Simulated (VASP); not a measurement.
# Si (Fd-3m) in VASP: relaxation of cell and atoms with PBE

Aim: the relaxation of cell and atoms of Si with PBE.

Program: VASP 6.6.1. These are calculated values, not measurements. Logs are shortened: lines on timing, memory, paths and dates and some standing lists are left out, and cuts for length are marked.

## 1. The cell of the first run

It takes space group Fd-3m (No. 227, cubic). Conventional cell: a = 5.430 Å, b = 5.430 Å, c = 5.430 Å, α = 90.00°, β = 90.00°, γ = 90.00°. Si (site symmetry -43m) has 4 Si at 2.35 Å within 3.1 Å.

## 2. Relaxation of cell and atoms, PBE

Contents of INCAR:

```
PREC = Accurate
ENCUT = 600
EDIFF = 1E-6
ISMEAR = 0
SIGMA = 0.01
LREAL = F
LASPH = T
NELM = 60
ALGO = Normal
ISIF = 3
LWAVE = F
LCHARG = F
GGA = PE
IBRION = 2
NSW = 80
EDIFFG = -0.005
```

Contents of KPOINTS:

```
Automatic mesh
0
Gamma
  10 10 10
```

Contents of POSCAR:

```
Si
1.0
    0.0000000000      2.7150000000      2.7150000000
    2.7150000000      0.0000000000      2.7150000000
    2.7150000000      2.7150000000      0.0000000000
Si
2
Direct
    0.0000000000      0.0000000000      0.0000000000
    0.2500000000      0.2500000000      0.2500000000
```

Potentials or basis: VASP PAW PBE potentials, release 64 (Si).

Started as:

```console
cat potpaw_PBE.64/Si/POTCAR > POTCAR
mpirun -np 1 vasp_std > vasp.out
```

OUTCAR:

```text
PREC = Accurate
   ENCUT = 600
   EDIFF = 1E-6
   ISMEAR = 0
   LREAL = F
   LASPH = T
   NELM = 60
   ISIF = 3
   GGA = PE
   IBRION = 2
   NSW = 80
   EDIFFG = -0.005

 ion  position               nearest neighbor table
   1  0.000  0.000  0.000-   2 2.35   2 2.35   2 2.35   2 2.35
   2  0.250  0.250  0.250-   1 2.35   1 2.35   1 2.35   1 2.35

  LATTYP: Found a face centered cubic cell.
 ALAT       =     5.4300000000

  Lattice vectors:

 A1 = (   0.0000000000,   2.7150000000,   2.7150000000)
 A2 = (   2.7150000000,   0.0000000000,   2.7150000000)
 A3 = (   2.7150000000,   2.7150000000,   0.0000000000)

Analysis of symmetry for initial positions (statically):
=====================================================================
 Subroutine PRICEL returns:
 Original cell was already a primitive cell.

 Routine SETGRP: Setting up the symmetry group for a
 face centered cubic supercell.

 Subroutine GETGRP returns: Found 48 space group operations
 (whereof 24 operations were pure point group operations)
 out of a pool of 48 trial point group operations.

The static configuration has the point symmetry T_d .
 The point group associated with its full space group is O_h .

Analysis of symmetry for dynamics (positions and initial velocities):
=====================================================================
 Subroutine PRICEL returns:
 Original cell was already a primitive cell.

 Routine SETGRP: Setting up the symmetry group for a
 face centered cubic supercell.

 Subroutine GETGRP returns: Found 48 space group operations
 (whereof 24 operations were pure point group operations)
 out of a pool of 48 trial point group operations.

The dynamic configuration has the point symmetry T_d .
 The point group associated with its full space group is O_h .

 Subroutine INISYM returns: Found 48 space group operations
 (whereof 24 operations are pure point group operations),
 and found     1 'primitive' translations

----------------------------------------------------------------------------------------

                                     Primitive cell

  volume of cell :      40.0258

  direct lattice vectors                    reciprocal lattice vectors
     0.000000000  2.715000000  2.715000000    -0.184162063  0.184162063  0.184162063
     2.715000000  0.000000000  2.715000000     0.184162063 -0.184162063  0.184162063
     2.715000000  2.715000000  0.000000000     0.184162063  0.184162063 -0.184162063

  length of vectors
     3.839589822  3.839589822  3.839589822     0.318978049  0.318978049  0.318978049

  position of ions in fractional coordinates (direct lattice)
     0.000000000  0.000000000  0.000000000
     0.250000000  0.250000000  0.250000000

  ion indices of the primitive-cell ions
   primitive index   ion index
                 1           1
                 2           2

----------------------------------------------------------------------------------------

 KPOINTS: Automatic mesh

Automatic generation of k-mesh.
 Grid dimensions read from file:
 generate k-points for:   10   10   10

 Generating k-lattice:

  Cartesian coordinates                     Fractional coordinates (reciprocal lattice)
    -0.018416206  0.018416206  0.018416206     0.100000000  0.000000000  0.000000000
     0.018416206 -0.018416206  0.018416206     0.000000000  0.100000000  0.000000000
     0.018416206  0.018416206 -0.018416206     0.000000000  0.000000000  0.100000000

  Length of vectors
     0.031897805  0.031897805  0.031897805

  Shift w.r.t. Gamma in fractional coordinates (k-lattice)
     0.000000000  0.000000000  0.000000000

 Subroutine IBZKPT returns following result:
 ===========================================

 Found     47 irreducible k-points:

 Following reciprocal coordinates:
            Coordinates               Weight
  0.000000  0.000000  0.000000      1.000000
  0.100000  0.000000  0.000000      8.000000
  0.200000  0.000000  0.000000      8.000000
  0.300000  0.000000  0.000000      8.000000
  0.400000  0.000000  0.000000      8.000000
  0.500000  0.000000  0.000000      4.000000
[... 16 lines left out ...]
  0.300000  0.300000  0.000000      6.000000
  0.400000  0.300000  0.000000     24.000000
 [... further k-points ...]
   k-points           NKPTS =     47   k-points in BZ     NKDIM =     47   number of bands    NBANDS=      8
   number of dos      NEDOS =    301   number of ions     NIONS =      2
   total plane-waves  NPLWV =  32768
   dimension x,y,z NGX =    32 NGY =   32 NGZ =   32
   dimension x,y,z NGXF=    64 NGYF=   64 NGZF=   64
   ions per type =               2
   NGX,Y,Z   is equivalent  to a cutoff of  13.86, 13.86, 13.86 a.u.
   NGXF,Y,Z  is equivalent  to a cutoff of  27.71, 27.71, 27.71 a.u.
 SYSTEM =  unknown system
   PREC   = accura    normal or accurate (medium, high low for compatibility)
   ISTART =      0    job   : 0-new  1-cont  2-samecut
   ICHARG =      2    charge: 1-file 2-atom 10-const
   ISPIN  =      1    spin polarized calculation?
   LNONCOLLINEAR =      F non collinear calculations
   LSORBIT =      F    spin-orbit coupling
   LASPH  =      T    aspherical Exc in radial PAW
   ENCUT  =  600.0 eV  44.10 Ry    6.64 a.u.   7.67  7.67  7.67*2*pi/ulx,y,z
   NELM   =     60;   NELMIN=  2; NELMDL= -5     # of ELM steps
   EDIFF  = 0.1E-05   stopping-criterion for ELM
   LREAL  =      F    real-space projection
   EDIFFG = -.5E-02   stopping-criterion for IOM
   NSW    =     80    number of steps for IOM
   IBRION =      2    ionic relax: 0-MD 1-quasi-New 2-CG
   NFREE  =      1    steps in history (QN), initial steepest desc. (CG)
   ISIF   =      3    stress and relaxation
   ISYM   =      2    0-nonsym 1-usesym 2-fastsym
   POTIM  = 0.5000    time-step for ionic-motion
   TEBEG  =    0.0;   TEEND  =   0.0 temperature during run
   PSTRESS=    0.0 pullay stress
   NELECT =       8.0000    total number of electrons
   NUPDOWN=      -1.0000    fix difference up-down
   EMIN   =  10.00;   EMAX   =-10.00  energy-range for DOS
   EFERMI =   0.00;   METHOD = LEGACY
   ISMEAR =     0;   SIGMA  =   0.01  broadening in eV -4-tet -1-fermi 0-gaus
   EFERMI_NEDOS =   21; number of points for ismear=-14 and -15
   IALGO  =     38    algorithm
   IMIX   =      4    mixing-type and parameters
     AMIX     =   0.40;   BMIX     =  1.00
     AMIX_MAG =   1.60;   BMIX_MAG =  1.00
  volume/ion in A,a.u.               =      20.01       135.05
  Fermi-wavevector in a.u.,A,eV,Ry     =   0.957176  1.808800 12.465458  0.916185
  Thomas-Fermi vector in A             =   2.086170
   LORBIT       =      0    0 simple, 1 ext, 2 COOP (PROOUT), +10 PAW based schemes
   GGA     = PE    functional components
   LHFCALC =     F    Hartree Fock is set to
   AEXX    =    0.0000 exact exchange contribution
   IVDW    =     0    specifies the selected vdW correction
   LEPSILON=     F    determine dielectric tensor
   LRPA    =     F    only Hartree local field effects (RPA)
 conjugate gradient relaxation of ions
 non-spin polarized calculation
 Gauss-broadening in eV      SIGMA  =   0.01
  energy-cutoff  :      600.00
  volume of cell :       40.03
 maximum number of plane-waves:      1363
   NGX = 15   NGY = 15   NGZ = 15

--------------------------------------- Ionic step        1  -------------------------------------------

 number of electron       7.9999999 magnetization

 Free energy of the ion-electron system (eV)
  ---------------------------------------------------
  ext. energy  EPLUGINS =         0.00000000
  ---------------------------------------------------
  free energy    TOTEN  =       -10.84407877 eV

  energy without entropy =      -10.84407877  energy(sigma->0) =      -10.84407877

------------------------ aborting loop because EDIFF is reached ----------------------------------------

  FORCE on cell =-STRESS in cart. coord.  units (eV):
  Direction    XX          YY          ZZ          XY          YZ          ZX
  --------------------------------------------------------------------------------------
  -------------------------------------------------------------------------------------
  Total        0.4973237      0.4973237      0.4973237      0.0000000      0.0000000     -0.0000000
  in kB       19.9072014     19.9072014     19.9072014      0.0000000      0.0000000     -0.0000000
  external PRESSURE =      19.9072014 kB  Pullay stress =       0.0000000 kB
[... 57 lines left out ...]
  energy  without entropy=      -10.8469366412  energy(sigma->0) =      -10.84693664

--------------------------------------- Ionic step        3  -------------------------------------------

 number of electron       8.0000000 magnetization

 Free energy of the ion-electron system (eV)
  ---------------------------------------------------
  ext. energy  EPLUGINS =         0.00000000
  ---------------------------------------------------
  free energy    TOTEN  =       -10.84929892 eV

  energy without entropy =      -10.84929892  energy(sigma->0) =      -10.84929892

 E-fermi :   5.7174     XC(G=0):  -9.3273

 val. band max:        5.6169690883   @ k =   0.0000   0.0000   0.0000
 cond. band min:       6.2348296949   @ k =   0.4000   0.4000   0.0000
 fundamental gap:      0.6178606066
 Fermi energy:         5.7173942648

 k-point     1 :       0.0000    0.0000    0.0000
  band No.  band energies     occupation
      1      -6.1981      2.00000
      2       5.6170      2.00000
      3       5.6170      2.00000
      4       5.6170      2.00000
      5       8.1739      0.00000
      6       8.1739      0.00000
      7       8.1739      0.00000
      8       8.7518      0.00000
[... 243 lines left out ...]
 k-point    24 :       0.4000    0.3000    0.0000
  band No.  band energies     occupation
      1      -4.0754      2.00000
      2       0.2243      2.00000
      3       2.8233      2.00000
      4       3.2330      2.00000
      5       6.6939      0.00000
      6       7.8827      0.00000
      7      12.4726      0.00000
      8      12.6130      0.00000

 [... further k-points ...]

------------------------ aborting loop because EDIFF is reached ----------------------------------------

  FORCE on cell =-STRESS in cart. coord.  units (eV):
  Direction    XX          YY          ZZ          XY          YZ          ZX
  --------------------------------------------------------------------------------------
  -------------------------------------------------------------------------------------
  Total        0.0014298      0.0014298      0.0014298     -0.0000000     -0.0000000      0.0000000
  in kB        0.0560312      0.0560312      0.0560312     -0.0000000     -0.0000000      0.0000000
  external PRESSURE =       0.0560312 kB  Pullay stress =       0.0000000 kB
[... 17 lines left out ...]
  FREE ENERGIE OF THE ION-ELECTRON SYSTEM (eV)
  ---------------------------------------------------
  free  energy   TOTEN  =       -10.8492989208 eV

  energy  without entropy=      -10.8492989208  energy(sigma->0) =      -10.84929892

 reached required accuracy - stopping structural energy minimisation
```

It took 26 s on 1 thread of Intel Xeon Platinum 8375C at 2.90GHz (Ice Lake), shared host; peak memory 0.17 GiB.

What came out:

| Quantity | Value |
| --- | --- |
| Free energy | -10.8493 eV |
| Relaxed volume | 20.44 Å³/atom |
| Relaxed cell | a = 3.867 Å, b = 3.867 Å, c = 3.867 Å, α = 60.00°, β = 60.00°, γ = 60.00° |
| Space group after relaxing (to 0.1 Å) | Fd-3m (No. 227) |
| Energy gained by relaxing | 2.6 meV/atom |
| Ionic steps | 3 |
| Pressure after relaxing | 0.0 GPa |
| Band gap on the k mesh | 0.62 eV (least direct gap 2.56 eV) |

Step by step:
```csv
step,energy change (eV),largest force (eV/Å),pressure (GPa),volume (Å³)
1,0.0000,0.0000,1.99,40.03
2,-0.0029,0.0000,-1.24,41.48
3,-0.0052,0.0000,0.01,40.89
```

Final structure:
```yaml
crystal:
  lattice:
    - [0.00000, 2.73429, 2.73429]
    - [2.73429, 0.00000, 2.73429]
    - [2.73429, 2.73429, 0.00000]
  atoms:
    - { symbol: Si, position: [0.00000, 0.00000, 0.00000] }
    - { symbol: Si, position: [0.25000, 0.25000, 0.25000] }
```

A k mesh can miss the band edges.
